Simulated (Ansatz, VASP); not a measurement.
## MnHg in VASP and in Ansatz

```
Mn Hg
1.0
     3.31500    0.00000    0.00000
     0.00000    3.31500    0.00000
     0.00000    0.00000    3.31500
Mn Hg
1 1
Cartesian
  1.6575 1.6575 1.6575
  0.0000 0.0000 0.0000
```

Alike in both runs: functional PBE; k mesh 10 × 10 × 10; occupations fermi-dirac, width 0.05 eV; collinear spin.

Ansatz relaxed the structure, and its values are those at the end. VASP's run is a single point on that final structure, the one shown.

|  | VASP | Ansatz |
| --- | --- | --- |
| version | VASP 6.6.1 | Ansatz 0.2.0 |
| potentials or method | VASP PAW PBE potentials, release 64 (Mn_pv, Hg) | plane-wave PAW, scalar-relativistic |
| plane-wave cutoff (eV) | 520 | 420 |
| valence electrons in the cell | 25 | 35 |

|  | VASP | Ansatz | Ansatz less VASP |
| --- | --- | --- | --- |
| pressure (GPa) | 0.9 | 0.4 | -0.46 |
| net moment per atom (μB) | 1.96 | 1.95 | -0.003 |
| size of the moment on the site where the two differ most (μB) | 3.82 | 3.88 | +0.053 |

Site moments also hang on the region over which each program counts them. VASP's potentials hold 25 valence electrons a cell and Ansatz's 35, so a difference there can come from the potentials and not from the codes. Ansatz's warnings: stress scf threshold loose.

Neither program's run includes spin-orbit coupling.
